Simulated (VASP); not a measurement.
# WC (P-6m2) in VASP: further runs

WC is run at these levels: PBE; tasks: single point.

Program: VASP 6.6.1. These are calculated values, not measurements. Logs are shortened: lines on timing, memory, paths and dates and some standing lists are left out, and cuts for length are marked.

### 1 The cell of the first run

It takes space group P-6m2 (No. 187, hexagonal). The conventional cell has a = 2.824 Å, b = 2.824 Å, c = 2.773 Å, α = 90.00°, β = 90.00°, γ = 120.00°. Within 2.8 Å of W (site symmetry -6m2) lie 6 C at 2.14 Å and 2 W at 2.77 Å. C (site symmetry -6m2) has 6 W at 2.14 Å and 2 C at 2.77 Å within 2.8 Å.

### 2 Single point, PBE (volume scaled by 0.91, then relaxed in part)

INCAR

```
ALGO     = Normal         # electronic algorithm
EDIFF    = 1E-6           # SCF threshold, eV
ENCUT    = 520            # plane-wave cutoff, eV
GGA      = PE             # functional
ISIF     = 2              # what is computed and relaxed
ISMEAR   = 0              # smearing method
LASPH    = T              # aspherical terms in the spheres
LCHARG   = F              # write CHGCAR
LREAL    = F              # projectors in reciprocal space
LWAVE    = F              # write WAVECAR
NBANDS   = 16             # bands
NELM     = 60             # most SCF steps
PREC     = Accurate       # precision mode
SIGMA    = 0.1            # smearing width, eV
```

KPOINTS

```
k-points
0
Gamma
  18 18 14
```

POSCAR

```
WC
1.0
    2.8239474527      0.0000000000      0.0000000000
   -1.4119737264      2.4456102330      0.0000000000
    0.0000000000      0.0000000000      2.7732475004
W C
1 1
Direct
    0.0000000000      0.0000000000      0.0000000000
    0.6666666667      0.3333333333      0.5000000000
```

Potentials or basis: VASP PAW PBE potentials, release 64 (W_sv, C).

On the command line:

```bash
$ cat potpaw_PBE.64/W_sv/POTCAR potpaw_PBE.64/C/POTCAR > POTCAR
$ mpirun -np 1 vasp_std > vasp.out
```

OUTCAR:

```text
EDIFF = 1E-6
   ENCUT = 520
   GGA = PE
   ISIF = 2
   ISMEAR = 0
   LASPH = T
   LREAL = F
   NELM = 60
   PREC = Accurate

 ion  position               nearest neighbor table
   1  0.000  0.000  0.000-   2 2.14   2 2.14   2 2.14   2 2.14   2 2.14   2 2.14
   2  0.667  0.333  0.500-   1 2.14   1 2.14   1 2.14   1 2.14   1 2.14   1 2.14

  LATTYP: Found a hexagonal cell.
 ALAT       =     2.8239474527
 C/A-ratio  =     0.9820464250

  Lattice vectors:

 A1 = (   2.8239474527,   0.0000000000,   0.0000000000)
 A2 = (  -1.4119737264,   2.4456102330,   0.0000000000)
 A3 = (   0.0000000000,   0.0000000000,   2.7732475004)

Analysis of symmetry for initial positions (statically):
=====================================================================
 Subroutine PRICEL returns:
 Original cell was already a primitive cell.

 Routine SETGRP: Setting up the symmetry group for a
 hexagonal supercell.

 Subroutine GETGRP returns: Found 12 space group operations
 (whereof 12 operations were pure point group operations)
 out of a pool of 24 trial point group operations.

The static configuration has the point symmetry D_3h.

Analysis of symmetry for dynamics (positions and initial velocities):
=====================================================================
 Subroutine PRICEL returns:
 Original cell was already a primitive cell.

 Routine SETGRP: Setting up the symmetry group for a
 hexagonal supercell.

 Subroutine GETGRP returns: Found 12 space group operations
 (whereof 12 operations were pure point group operations)
 out of a pool of 24 trial point group operations.

The dynamic configuration has the point symmetry D_3h.

 Subroutine INISYM returns: Found 12 space group operations
 (whereof 12 operations are pure point group operations),
 and found     1 'primitive' translations

----------------------------------------------------------------------------------------

                                     Primitive cell

  volume of cell :      19.1528

  direct lattice vectors                    reciprocal lattice vectors
     2.823947453  0.000000000  0.000000000     0.354114238  0.204447951  0.000000000
    -1.411973726  2.445610233  0.000000000     0.000000000  0.408895901  0.000000000
     0.000000000  0.000000000  2.773247500     0.000000000  0.000000000  0.360588083

  length of vectors
     2.823947453  2.823947453  2.773247500     0.408895901  0.408895901  0.360588083

  position of ions in fractional coordinates (direct lattice)
     0.000000000  0.000000000  0.000000000
     0.666666667  0.333333333  0.500000000

  ion indices of the primitive-cell ions
   primitive index   ion index
                 1           1
                 2           2

----------------------------------------------------------------------------------------

 KPOINTS: k-points

Automatic generation of k-mesh.
 Grid dimensions read from file:
 generate k-points for:   18   18   14

 Generating k-lattice:

  Cartesian coordinates                     Fractional coordinates (reciprocal lattice)
     0.019673013  0.011358219  0.000000000     0.055555556  0.000000000  0.000000000
     0.000000000  0.022716439  0.000000000     0.000000000  0.055555556  0.000000000
     0.000000000  0.000000000  0.025756292     0.000000000  0.000000000  0.071428571

  Length of vectors
     0.022716439  0.022716439  0.025756292

  Shift w.r.t. Gamma in fractional coordinates (k-lattice)
     0.000000000  0.000000000  0.000000000

 Subroutine IBZKPT returns following result:
 ===========================================

 Found    296 irreducible k-points:

 Following reciprocal coordinates:
            Coordinates               Weight
  0.000000  0.000000  0.000000      1.000000
  0.055556  0.000000  0.000000      6.000000
  0.111111  0.000000  0.000000      6.000000
  0.166667 -0.000000  0.000000      6.000000
  0.222222  0.000000  0.000000      6.000000
  0.277778  0.000000  0.000000      6.000000
[... 16 lines left out ...]
  0.333333  0.111111  0.000000     12.000000
  0.388889  0.111111  0.000000     12.000000
 [... further k-points ...]
   k-points           NKPTS =    296   k-points in BZ     NKDIM =    296   number of bands    NBANDS=     16
   number of dos      NEDOS =    301   number of ions     NIONS =      2
   total plane-waves  NPLWV =  13824
   dimension x,y,z NGX =    24 NGY =   24 NGZ =   24
   dimension x,y,z NGXF=    48 NGYF=   48 NGZF=   48
   ions per type =               1   1
   NGX,Y,Z   is equivalent  to a cutoff of  14.13, 14.13, 14.39 a.u.
   NGXF,Y,Z  is equivalent  to a cutoff of  28.26, 28.26, 28.77 a.u.
 SYSTEM =  unknown system
   PREC   = accura    normal or accurate (medium, high low for compatibility)
   ISTART =      0    job   : 0-new  1-cont  2-samecut
   ICHARG =      2    charge: 1-file 2-atom 10-const
   ISPIN  =      1    spin polarized calculation?
   LNONCOLLINEAR =      F non collinear calculations
   LSORBIT =      F    spin-orbit coupling
   LASPH  =      T    aspherical Exc in radial PAW
   ENCUT  =  520.0 eV  38.22 Ry    6.18 a.u.   5.25  5.25  5.16*2*pi/ulx,y,z
   NELM   =     60;   NELMIN=  2; NELMDL= -5     # of ELM steps
   EDIFF  = 0.1E-05   stopping-criterion for ELM
   LREAL  =      F    real-space projection
   EDIFFG = 0.1E-04   stopping-criterion for IOM
   NSW    =      0    number of steps for IOM
   IBRION =     -1    ionic relax: 0-MD 1-quasi-New 2-CG
   NFREE  =      0    steps in history (QN), initial steepest desc. (CG)
   ISIF   =      2    stress and relaxation
   ISYM   =      2    0-nonsym 1-usesym 2-fastsym
   POTIM  = 0.5000    time-step for ionic-motion
   TEBEG  =    0.0;   TEEND  =   0.0 temperature during run
   PSTRESS=    0.0 pullay stress
   NELECT =      18.0000    total number of electrons
   NUPDOWN=      -1.0000    fix difference up-down
   EMIN   =  10.00;   EMAX   =-10.00  energy-range for DOS
   EFERMI =   0.00;   METHOD = LEGACY
   ISMEAR =     0;   SIGMA  =   0.10  broadening in eV -4-tet -1-fermi 0-gaus
   EFERMI_NEDOS =   21; number of points for ismear=-14 and -15
   IALGO  =     38    algorithm
   IMIX   =      4    mixing-type and parameters
     AMIX     =   0.40;   BMIX     =  1.00
     AMIX_MAG =   1.60;   BMIX_MAG =  1.00
  volume/ion in A,a.u.               =       9.58        64.62
  Fermi-wavevector in a.u.,A,eV,Ry     =   1.603571  3.030310 34.986561  2.571440
  Thomas-Fermi vector in A             =   2.700213
   LORBIT       =      0    0 simple, 1 ext, 2 COOP (PROOUT), +10 PAW based schemes
   GGA     = PE    functional components
   LHFCALC =     F    Hartree Fock is set to
   AEXX    =    0.0000 exact exchange contribution
   IVDW    =     0    specifies the selected vdW correction
   LEPSILON=     F    determine dielectric tensor
   LRPA    =     F    only Hartree local field effects (RPA)
 non-spin polarized calculation
 Gauss-broadening in eV      SIGMA  =   0.10
  energy-cutoff  :      520.00
  volume of cell :       19.15
 maximum number of plane-waves:       532
 NGX is ok and might be reduce to    24
   NGX = 11   NGY = 11   NGZ = 11

 number of electron      18.0000002 magnetization

 Free energy of the ion-electron system (eV)
  ---------------------------------------------------
  ext. energy  EPLUGINS =         0.00000000
  ---------------------------------------------------
  free energy    TOTEN  =       -22.19291875 eV

  energy without entropy =      -22.19189548  energy(sigma->0) =      -22.19240711

 E-fermi :  12.2914     XC(G=0): -14.2534

 val. band max:       12.2739281411   @ k =   0.5000  -0.0000   0.3571
 cond. band min:      12.2933206013   @ k =   0.0000   0.0000   0.0714
 fundamental gap:      0.0193924603
 Fermi energy:        12.2914206453

 k-point     1 :       0.0000    0.0000    0.0000
  band No.  band energies     occupation
      1     -61.5749      2.00000
      2     -25.5659      2.00000
      3     -25.4080      2.00000
      4     -25.4080      2.00000
      5      -2.8084      2.00000
      6       7.4606      2.00000
[... 8 lines left out ...]
     15      27.4430      0.00000
     16      29.7924      0.00000

 k-point     2 :       0.0556    0.0000    0.0000
  band No.  band energies     occupation
      1     -61.5723      2.00000
      2     -25.5612      2.00000
      3     -25.4437      2.00000
      4     -25.4159      2.00000
      5      -2.7169      2.00000
      6       7.5010      2.00000
[... 8 lines left out ...]
     15      27.2001      0.00000
     16      29.9823      0.00000

 k-point     3 :       0.1111    0.0000    0.0000
  band No.  band energies     occupation
      1     -61.5648      2.00000
      2     -25.5478      2.00000
      3     -25.5452      2.00000
      4     -25.4386      2.00000
      5      -2.4505      2.00000
      6       7.5097      2.00000
[... 8 lines left out ...]
     15      26.8028      0.00000
     16      30.5296      0.00000

 k-point     4 :       0.1667   -0.0000    0.0000
  band No.  band energies     occupation
      1     -61.5532      2.00000
      2     -25.6980      2.00000
      3     -25.5272      2.00000
      4     -25.4731      2.00000
      5      -2.0326      2.00000
      6       7.1618      2.00000
[... 8 lines left out ...]
     15      26.5685      0.00000
     16      31.3738      0.00000
[... 324 lines left out ...]
 k-point    22 :       0.2778    0.1111    0.0000
  band No.  band energies     occupation
      1     -61.5059      2.00000
      2     -26.2405      2.00000
      3     -25.6676      2.00000
      4     -25.4424      2.00000
      5      -0.0741      2.00000
      6       5.5359      2.00000
[... 8 lines left out ...]
     15      28.3030      0.00000
     16      29.9319      0.00000

 k-point    23 :       0.3333    0.1111    0.0000
  band No.  band energies     occupation
      1     -61.4949      2.00000
      2     -26.3606      2.00000
      3     -25.7107      2.00000
      4     -25.4227      2.00000
      5       0.4758      2.00000
      6       5.2120      2.00000
[... 8 lines left out ...]
     15      28.0177      0.00000
     16      30.0864      0.00000

 k-point    24 :       0.3889    0.1111    0.0000
  band No.  band energies     occupation
      1     -61.4878      2.00000
      2     -26.4381      2.00000
      3     -25.7387      2.00000
      4     -25.4099      2.00000
      5       0.8728      2.00000
      6       5.0087      2.00000
[... 8 lines left out ...]
     15      27.1551      0.00000
     16      30.8888      0.00000

 [... further k-points ...]
[... 5 lines left out ...]
  --------------------------------------------------------------------------------------
  -------------------------------------------------------------------------------------
  Total        5.4541718      5.4541718      5.4992236     -0.0000000      0.0000000      0.0000000
  in kB      456.2542385    456.2542385    460.0229235     -0.0000000      0.0000000      0.0000000
  external PRESSURE =     457.5104668 kB  Pullay stress =       0.0000000 kB

 VOLUME and BASIS-vectors are now :
 -----------------------------------------------------------------------------
  energy-cutoff  :      520.00
  volume of cell :       19.15
      direct lattice vectors                 reciprocal lattice vectors
     2.823947453  0.000000000  0.000000000     0.354114238  0.204447951  0.000000000
    -1.411973726  2.445610233  0.000000000     0.000000000  0.408895901  0.000000000
     0.000000000  0.000000000  2.773247500     0.000000000  0.000000000  0.360588083

 POSITION                                       TOTAL-FORCE (eV/Angst)
 -----------------------------------------------------------------------------------
      0.00000      0.00000      0.00000        -0.000000      0.000000      0.000000
      1.41197      0.81520      1.38662         0.000000      0.000000      0.000000
 -----------------------------------------------------------------------------------
    total drift:                               -0.000000      0.000000      0.000000

  FREE ENERGIE OF THE ION-ELECTRON SYSTEM (eV)
  ---------------------------------------------------
  free  energy   TOTEN  =       -22.1929187468 eV

  energy  without entropy=      -22.1918954781  energy(sigma->0) =      -22.19240711
```

Run time: 23 s. Hardware: 1 thread of Intel Xeon 6975P-C (Granite Rapids), shared host; peak memory 0.21 GiB.

What came out:

| Item | Value |
| --- | --- |
| Free energy | -22.1929 eV |
| Pressure | 45.8 GPa |
| Band gap on the k mesh | zero (band 9 reaches 12.90 eV, above the bottom of band 10 at 11.57 eV) |

Levels at points of the mesh, in eV from the Fermi level:
```
           k point  band 6  band 7  band 8  band 9  band 10  band 11  band 12  band 13
(0.00, 0.00, 0.00)   -4.83   -3.67   -3.67    0.02     3.59     3.59     6.03     6.03
(0.50, 0.00, 0.00)   -7.42   -4.09   -3.99   -0.49     2.55     5.06     5.50     7.29
(0.00, 0.00, 0.50)   -9.21   -2.20   -2.20   -0.72    -0.72     3.86     4.74     4.74
(0.50, 0.00, 0.50)   -7.01   -4.73   -4.41    0.43     4.99     5.89     7.35    10.04
```

Caveat: spin-orbit coupling is left out, which moves the levels of the heavy elements.

(Continued in part 2 of 2.)
